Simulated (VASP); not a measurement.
Crystal: TaN (sol).

```xyz
2
Lattice="2.9399 0.0000 0.0000 -1.4700 2.5461 0.0000 0.0000 0.0000 2.8902" Properties=species:S:1:pos:R:3 pbc="T T T"
Ta    0.0000    0.0000    1.4451
N     1.4700    0.8487    0.0000
```

| Item | Value |
| --- | --- |
| Program | VASP 6.6.1 |
| Task | relaxation of cell and atoms |
| Functional | PBEsol |
| Potentials or basis | VASP PAW PBE potentials, release 64 (Ta_pv, N) |
| Cutoff | 600 eV |
| k mesh | 18 × 18 × 14 |
| Occupations | gaussian, width 0.1 eV |
| Spin | no spin polarisation |

At the start: pressure -5.6 GPa; volume 10.82 Å³/atom.

Q: Where does the relaxation end?

A: Over 7 steps the energy falls by 3.0 meV/atom and the volume is 10.65 Å³/atom (-1.6 %); space group P-6m2 (No. 187, to 0.05 Å).

Step by step:
```csv
step,energy change (eV),largest force (eV/Å),pressure (GPa),volume (Å³)
1,0.0000,0.0000,-5.56,21.63
2,0.0333,0.0000,15.70,20.48
3,-0.0060,0.0000,-0.09,21.30
4,-0.0060,0.0000,0.02,21.30
5,-0.0060,0.0000,-0.05,21.30
6,-0.0060,0.0000,-0.05,21.30
7,-0.0060,0.0000,-0.01,21.30
```

Final structure:
```yaml
crystal:
  lattice:
    - [2.92579, 0.00000, 0.00000]
    - [-1.46290, 2.53381, 0.00000]
    - [0.00000, 0.00000, 2.87277]
  atoms:
    - { symbol: Ta, position: [0.00000, 0.00000, 0.50000] }
    - { symbol: N, position: [0.66667, 0.33333, 0.00000] }
```

Caveat: the PAW data sets were made with another functional, which shifts forces and pressure a little.
